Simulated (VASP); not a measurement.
# Mo (Im-3m) in VASP: notebook

Runs on Mo. Level: PBE. Tasks: single point, relaxation of cell and atoms.

Everything below comes from runs of VASP 6.6.1. Logs are shortened: lines on timing, memory, paths and dates and some standing lists are left out, and cuts for length are marked.

## Step 1: The cell of the first run

It takes space group Im-3m (No. 229, cubic). The conventional cell has a = 3.161 Å, b = 3.161 Å, c = 3.161 Å, α = 90.00°, β = 90.00°, γ = 90.00°. Mo (site symmetry m-3m) has 14 Mo at 2.74 to 3.16 Å within 3.6 Å.

## Step 2: Single point, PBE

The input, INCAR:

```
PREC     = Accurate       # precision mode
ENCUT    = 500            # plane-wave cutoff, eV
EDIFF    = 1E-6           # SCF threshold, eV
ISMEAR   = 1              # smearing method
SIGMA    = 0.1            # smearing width, eV
LREAL    = F              # projectors in reciprocal space
LASPH    = T              # aspherical terms in the spheres
NELM     = 120            # most SCF steps
ALGO     = Normal         # electronic algorithm
ISIF     = 2              # what is computed and relaxed
LWAVE    = F              # write WAVECAR
LCHARG   = T              # write CHGCAR
GGA      = PE             # functional
LELF     = T              # ELF
LVHAR    = T            
NBANDS   = 13             # bands
GGA_COMPAT= F
```

The input, KPOINTS:

```
regular mesh
0
Gamma
  17 17 17
```

The input, POSCAR:

```
Mo
1.0
   -1.5806560834      1.5806560834      1.5806560834
    1.5806560834     -1.5806560834      1.5806560834
    1.5806560834      1.5806560834     -1.5806560834
Mo
1
Direct
    0.0000000000      0.0000000000      0.0000000000
```

Potentials or basis: VASP PAW PBE potentials, release 64 (Mo_sv).

Command:

```console
$ cat potpaw_PBE.64/Mo_sv/POTCAR > POTCAR
$ mpirun -np 1 vasp_std > vasp.out
```

OUTCAR:

```text
PREC = Accurate
   ENCUT = 500
   EDIFF = 1E-6
   ISMEAR = 1
   LREAL = F
   LASPH = T
   NELM = 120
   ISIF = 2
   GGA = PE

 ion  position               nearest neighbor table
   1  0.000  0.000  0.000-

  LATTYP: Found a body centered cubic cell.
 ALAT       =     3.1613121668

  Lattice vectors:

 A1 = (  -1.5806560834,   1.5806560834,   1.5806560834)
 A2 = (   1.5806560834,  -1.5806560834,   1.5806560834)
 A3 = (   1.5806560834,   1.5806560834,  -1.5806560834)

Analysis of symmetry for initial positions (statically):
=====================================================================
 Subroutine PRICEL returns:
 Original cell was already a primitive cell.

 Routine SETGRP: Setting up the symmetry group for a
 body centered cubic supercell.

 Subroutine GETGRP returns: Found 48 space group operations
 (whereof 48 operations were pure point group operations)
 out of a pool of 48 trial point group operations.

The static configuration has the point symmetry O_h .

Analysis of symmetry for dynamics (positions and initial velocities):
=====================================================================
 Subroutine PRICEL returns:
 Original cell was already a primitive cell.

 Routine SETGRP: Setting up the symmetry group for a
 body centered cubic supercell.

 Subroutine GETGRP returns: Found 48 space group operations
 (whereof 48 operations were pure point group operations)
 out of a pool of 48 trial point group operations.

The dynamic configuration has the point symmetry O_h .

 Subroutine INISYM returns: Found 48 space group operations
 (whereof 48 operations are pure point group operations),
 and found     1 'primitive' translations

----------------------------------------------------------------------------------------

                                     Primitive cell

  volume of cell :      15.7969

  direct lattice vectors                    reciprocal lattice vectors
    -1.580656083  1.580656083  1.580656083     0.000000000  0.316324345  0.316324345
     1.580656083 -1.580656083  1.580656083     0.316324345  0.000000000  0.316324345
     1.580656083  1.580656083 -1.580656083     0.316324345  0.316324345  0.000000000

  length of vectors
     2.737776646  2.737776646  2.737776646     0.447350179  0.447350179  0.447350179

  position of ions in fractional coordinates (direct lattice)
     0.000000000  0.000000000  0.000000000

  ion indices of the primitive-cell ions
   primitive index   ion index
                 1           1

----------------------------------------------------------------------------------------

 KPOINTS: regular mesh

Automatic generation of k-mesh.
 Grid dimensions read from file:
 generate k-points for:   17   17   17

 Generating k-lattice:

  Cartesian coordinates                     Fractional coordinates (reciprocal lattice)
     0.000000000  0.018607314  0.018607314     0.058823529  0.000000000  0.000000000
     0.018607314  0.000000000  0.018607314     0.000000000  0.058823529  0.000000000
     0.018607314  0.018607314  0.000000000     0.000000000  0.000000000  0.058823529

  Length of vectors
     0.026314716  0.026314716  0.026314716

  Shift w.r.t. Gamma in fractional coordinates (k-lattice)
     0.000000000  0.000000000  0.000000000

 Subroutine IBZKPT returns following result:
 ===========================================

 Found    165 irreducible k-points:

 Following reciprocal coordinates:
            Coordinates               Weight
  0.000000  0.000000  0.000000      1.000000
  0.058824  0.000000  0.000000     12.000000
  0.117647  0.000000  0.000000     12.000000
  0.176471  0.000000  0.000000     12.000000
  0.235294  0.000000  0.000000     12.000000
  0.294118  0.000000  0.000000     12.000000
[... 16 lines left out ...]
  0.411765  0.117647  0.000000     48.000000
  0.176471  0.176471  0.000000     24.000000
 [... further k-points ...]
   k-points           NKPTS =    165   k-points in BZ     NKDIM =    165   number of bands    NBANDS=     13
   number of dos      NEDOS =    301   number of ions     NIONS =      1
   total plane-waves  NPLWV =   8000
   dimension x,y,z NGX =    20 NGY =   20 NGZ =   20
   dimension x,y,z NGXF=    40 NGYF=   40 NGZF=   40
   ions per type =               1
   NGX,Y,Z   is equivalent  to a cutoff of  12.14, 12.14, 12.14 a.u.
   NGXF,Y,Z  is equivalent  to a cutoff of  24.29, 24.29, 24.29 a.u.
 SYSTEM =  unknown system
   PREC   = accura    normal or accurate (medium, high low for compatibility)
   ISTART =      0    job   : 0-new  1-cont  2-samecut
   ICHARG =      2    charge: 1-file 2-atom 10-const
   ISPIN  =      1    spin polarized calculation?
   LNONCOLLINEAR =      F non collinear calculations
   LSORBIT =      F    spin-orbit coupling
   LASPH  =      T    aspherical Exc in radial PAW
   ENCUT  =  500.0 eV  36.75 Ry    6.06 a.u.   4.99  4.99  4.99*2*pi/ulx,y,z
   NELM   =    120;   NELMIN=  2; NELMDL= -5     # of ELM steps
   EDIFF  = 0.1E-05   stopping-criterion for ELM
   LREAL  =      F    real-space projection
   EDIFFG = 0.1E-04   stopping-criterion for IOM
   NSW    =      0    number of steps for IOM
   IBRION =     -1    ionic relax: 0-MD 1-quasi-New 2-CG
   NFREE  =      0    steps in history (QN), initial steepest desc. (CG)
   ISIF   =      2    stress and relaxation
   ISYM   =      2    0-nonsym 1-usesym 2-fastsym
   POTIM  = 0.5000    time-step for ionic-motion
   TEBEG  =    0.0;   TEEND  =   0.0 temperature during run
   PSTRESS=    0.0 pullay stress
   NELECT =      14.0000    total number of electrons
   NUPDOWN=      -1.0000    fix difference up-down
   EMIN   =  10.00;   EMAX   =-10.00  energy-range for DOS
   EFERMI =   0.00;   METHOD = LEGACY
   ISMEAR =     1;   SIGMA  =   0.10  broadening in eV -4-tet -1-fermi 0-gaus
   EFERMI_NEDOS =   21; number of points for ismear=-14 and -15
   IALGO  =     38    algorithm
   IMIX   =      4    mixing-type and parameters
     AMIX     =   0.40;   BMIX     =  1.00
     AMIX_MAG =   1.60;   BMIX_MAG =  1.00
  volume/ion in A,a.u.               =      15.80       106.60
  Fermi-wavevector in a.u.,A,eV,Ry     =   1.572510  2.971613 33.644326  2.472788
  Thomas-Fermi vector in A             =   2.673934
   LORBIT       =      0    0 simple, 1 ext, 2 COOP (PROOUT), +10 PAW based schemes
   GGA     = PE    functional components
   LHFCALC =     F    Hartree Fock is set to
   AEXX    =    0.0000 exact exchange contribution
   IVDW    =     0    specifies the selected vdW correction
   LEPSILON=     F    determine dielectric tensor
   LRPA    =     F    only Hartree local field effects (RPA)
 non-spin polarized calculation
 Methfessel and Paxton  Order N= 1 SIGMA  =   0.10
  energy-cutoff  :      500.00
  volume of cell :       15.80
 maximum number of plane-waves:       414
   NGX =  9   NGY =  9   NGZ =  9

 number of electron      14.0000004 magnetization

 Free energy of the ion-electron system (eV)
  ---------------------------------------------------
  ext. energy  EPLUGINS =         0.00000000
  ---------------------------------------------------
  free energy    TOTEN  =       -10.93775476 eV

  energy without entropy =      -10.93789682  energy(sigma->0) =      -10.93780211

 E-fermi :  12.4643     XC(G=0): -13.3326

 val. band max:       12.4305818480   @ k =   0.3529   0.0588   0.0588
 cond. band min:      12.4899208543   @ k =  -0.3529   0.3529   0.2353
 fundamental gap:      0.0593390063
 Fermi energy:        12.4642843853

 k-point     1 :       0.0000    0.0000    0.0000
  band No.  band energies     occupation
      1     -48.8630      2.00000
      2     -22.1527      2.00000
      3     -22.1527      2.00000
      4     -22.1527      2.00000
      5       5.2239      2.00000
      6      11.0762      2.00000
      7      11.0762      2.00000
      8      11.0762      2.00000
      9      14.0634     -0.00000
     10      14.0635     -0.00000
     11      27.2416      0.00000
     12      27.2416      0.00000
     13      27.2416      0.00000

 k-point     2 :       0.0588    0.0000    0.0000
  band No.  band energies     occupation
      1     -48.8547      2.00000
      2     -22.2016      2.00000
      3     -22.1678      2.00000
      4     -22.1531      2.00000
      5       5.3757      2.00000
      6      10.9909      2.00000
      7      11.0625      2.00000
      8      11.2179      2.00000
      9      13.9373     -0.00000
     10      14.0657     -0.00000
     11      27.3549      0.00000
     12      27.4969      0.00000
     13      27.5376      0.00000

 k-point     3 :       0.1176    0.0000    0.0000
  band No.  band energies     occupation
      1     -48.8306      2.00000
      2     -22.3403      2.00000
      3     -22.2109      2.00000
      4     -22.1540      2.00000
      5       5.8066      2.00000
      6      10.7559      2.00000
      7      11.0004      2.00000
      8      11.6365      2.00000
      9      13.6695     -0.00000
     10      14.0787     -0.00000
     11      27.6146      0.00000
     12      28.2389      0.00000
     13      28.2512      0.00000
[... 305 lines left out ...]
 k-point    23 :       0.4118    0.1176    0.0000
  band No.  band energies     occupation
      1     -48.6034      2.00000
      2     -23.4396      2.00000
      3     -22.6407      2.00000
      4     -22.2283      2.00000
      5       7.5722      2.00000
      6       9.2051      2.00000
      7      12.5061      0.35625
      8      13.9566     -0.00000
      9      15.1863      0.00000
     10      18.0848      0.00000
     11      23.6597      0.00000
     12      25.0704      0.00000
     13      28.9824      0.00000

 k-point    24 :       0.1765    0.1765    0.0000
  band No.  band energies     occupation
      1     -48.6924      2.00000
      2     -23.0215      2.00000
      3     -22.4416      2.00000
      4     -22.2431      2.00000
      5       7.9756      2.00000
      6       9.8789      2.00000
      7      10.1999      2.00000
      8      13.2357     -0.00000
      9      14.5996      0.00000
     10      15.0783      0.00000
     11      27.1213      0.00000
     12      28.1060      0.00000
     13      30.9167      0.00000

 [... further k-points ...]
[... 5 lines left out ...]
  --------------------------------------------------------------------------------------
  -------------------------------------------------------------------------------------
  Total        0.0484985      0.0484985      0.0484985      0.0000000      0.0000000      0.0000000
  in kB        4.9188833      4.9188833      4.9188833      0.0000000      0.0000000      0.0000000
  external PRESSURE =       4.9188833 kB  Pullay stress =       0.0000000 kB

 VOLUME and BASIS-vectors are now :
 -----------------------------------------------------------------------------
  energy-cutoff  :      500.00
  volume of cell :       15.80
      direct lattice vectors                 reciprocal lattice vectors
    -1.580656083  1.580656083  1.580656083     0.000000000  0.316324345  0.316324345
     1.580656083 -1.580656083  1.580656083     0.316324345  0.000000000  0.316324345
     1.580656083  1.580656083 -1.580656083     0.316324345  0.316324345  0.000000000

 POSITION                                       TOTAL-FORCE (eV/Angst)
 -----------------------------------------------------------------------------------
      0.00000      0.00000      0.00000        -0.000000     -0.000000      0.000000
 -----------------------------------------------------------------------------------
    total drift:                                0.000000     -0.000000      0.000000

  FREE ENERGIE OF THE ION-ELECTRON SYSTEM (eV)
  ---------------------------------------------------
  free  energy   TOTEN  =       -10.9377547582 eV

  energy  without entropy=      -10.9378968242  energy(sigma->0) =      -10.93780211
```

It took 19 s on 1 thread of Intel Xeon Platinum 8559C (Emerald Rapids), shared host; peak memory 0.14 GiB.

Results:

```
Free energy            : -10.9378 eV
Pressure               : 0.5 GPa
Band gap on the k mesh : zero (band 7 reaches 16.11 eV, above the bottom of band 8 at 11.08 eV)
```

Levels at points of the mesh, in eV from the Fermi level:
```tsv
k point	band 3	band 4	band 5	band 6	band 7	band 8	band 9	band 10	band 11	band 12
(0.00, 0.00, 0.00)	-34.62	-34.62	-7.24	-1.39	-1.39	-1.39	1.60	1.60	14.78	14.78
```

## Step 3: Relaxation of cell and atoms, PBE

This run uses another cell than the first one, of 15.89 Å³/atom, 1.006 times its volume.

The input, INCAR:

```
PREC = Accurate
ENCUT = 500
EDIFF = 1E-7
ISMEAR = 1
SIGMA = 0.1
LREAL = False
LASPH = True
NELM = 120
ALGO = Normal
ISIF = 3
LWAVE = False
LCHARG = False
GGA = PE
IBRION = 2
NSW = 80
EDIFFG = -0.005
GGA_COMPAT = False
NELMIN = 4
```

The input, KPOINTS:

```
Automatic mesh
0
Gamma
  17 17 17
```

The input, POSCAR:

```
Mo
1.0
   -1.5838090000      1.5838090000      1.5838090000
    1.5838090000     -1.5838090000      1.5838090000
    1.5838090000      1.5838090000     -1.5838090000
Mo
1
Direct
    0.0000000000      0.0000000000      0.0000000000
```

Potentials or basis: VASP PAW PBE potentials, release 64 (Mo_sv).

Command:

```console
$ cat potpaw_PBE.64/Mo_sv/POTCAR > POTCAR
$ mpirun -np 1 vasp_std > vasp.out
```

It took 25 s on 1 thread of Intel Xeon Platinum 8559C (Emerald Rapids), shared host; peak memory 0.15 GiB.

It converged, with:

* Free energy: -10.9378 eV
* Relaxed volume: 15.83 Å³/atom
* Relaxed cell: a = 2.739 Å, b = 2.739 Å, c = 2.739 Å, α = 109.47°, β = 109.47°, γ = 109.47°
* Space group after relaxing (to 0.05 Å): Im-3m (No. 229)
* Energy gained by relaxing: 0.2 meV/atom
* Ionic steps: 3
* Pressure after relaxing: 0.0 GPa
* Band gap on the k mesh: zero (band 7 reaches 16.07 eV, above the bottom of band 8 at 11.05 eV)

The path:
```csv
step,energy change (eV),largest force (eV/Å),pressure (GPa),volume (Å³)
1,0.0000,0.0000,-1.06,15.89
2,0.0014,0.0000,2.98,15.65
3,-0.0002,0.0000,0.00,15.83
```

Final structure:
```
CELL_PARAMETERS angstrom
-1.58164 1.58164 1.58164
1.58164 -1.58164 1.58164
1.58164 1.58164 -1.58164
ATOMIC_POSITIONS crystal
Mo 0.00000 0.00000 0.00000
```

Levels at points of the mesh, in eV from the Fermi level:
```tsv
k point	band 4	band 5	band 6	band 7	band 8	band 9	band 10	band 11
(0.00, 0.00, 0.00)	-34.62	-7.23	-1.38	-1.38	-1.38	1.60	1.60	14.78
```
